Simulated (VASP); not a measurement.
Ca2Se:

```
Ca Se
1.0
    -2.83001    2.83001    4.74881
     2.83001   -2.83001    4.74881
     2.83001    2.83001   -4.74881
Ca Se
4 2
Direct
  0.00000 0.00000 0.00000
  0.25000 0.75000 0.50000
  0.00451 0.50451 0.50000
  0.49549 0.99549 0.50000
  0.50000 0.50000 0.00000
  0.75000 0.25000 0.50000
```

The cell was generated, and may not be a known phase.

- Program: VASP 6.6.1
- Task: relaxation of cell and atoms
- Functional: PBE
- Potentials or basis: VASP PAW PBE potentials, release 64 (Ca_sv, Se)
- Cutoff: 600 eV
- k mesh: 4 × 4 × 4
- Occupations: gaussian, width 0.1 eV
- Spin: no spin polarisation

At the start: pressure 13.8 GPa; volume 25.36 Å³/atom.

Question: How do energy, volume and symmetry change on relaxing?

Answer: Over 12 steps the energy falls by 869.4 meV/atom and the volume is 39.84 Å³/atom (+57.1 %); space group I-4m2 (No. 119, to 0.1 Å) before and after.

Step by step:
| step | energy change (eV) | largest force (eV/Å) | pressure (GPa) | volume (Å³) |
| --- | --- | --- | --- | --- |
| 1 | 0.0000 | 1.7538 | 13.84 | 152.13 |
| 2 | -3.7647 | 2.4968 | 2.88 | 204.02 |
| 3 | -4.1640 | 2.0846 | 0.61 | 225.78 |
| 4 | -4.1992 | 1.9538 | 0.07 | 232.71 |
| 5 | -4.6046 | 1.6223 | -0.32 | 237.30 |
| 6 | -5.0928 | 0.2771 | -0.01 | 251.23 |
| 7 | -5.1110 | 0.3167 | -0.31 | 248.14 |
| 8 | -5.1151 | 0.1651 | -0.24 | 249.00 |
| 9 | -5.1777 | 0.1543 | -0.27 | 246.25 |
| 10 | -5.2109 | 0.1885 | -0.23 | 242.02 |
| 11 | -5.2133 | 0.0955 | 0.30 | 236.85 |
| 12 | -5.2165 | 0.0325 | 0.06 | 239.04 |

Final structure:
```
CELL_PARAMETERS angstrom
-3.02463 3.02463 6.53241
3.02463 -3.02463 6.53241
3.02463 3.02463 -6.53241
ATOMIC_POSITIONS crystal
Ca 0.00000 0.00000 0.00000
Ca 0.25000 0.75000 0.50000
Ca 0.95351 0.45351 0.50000
Ca 0.54649 0.04649 0.50000
Se 0.50000 0.50000 0.00000
Se 0.75000 0.25000 0.50000
```

Caveat: the volume moved by over 15 % at a fixed basis, so the end points are rough.
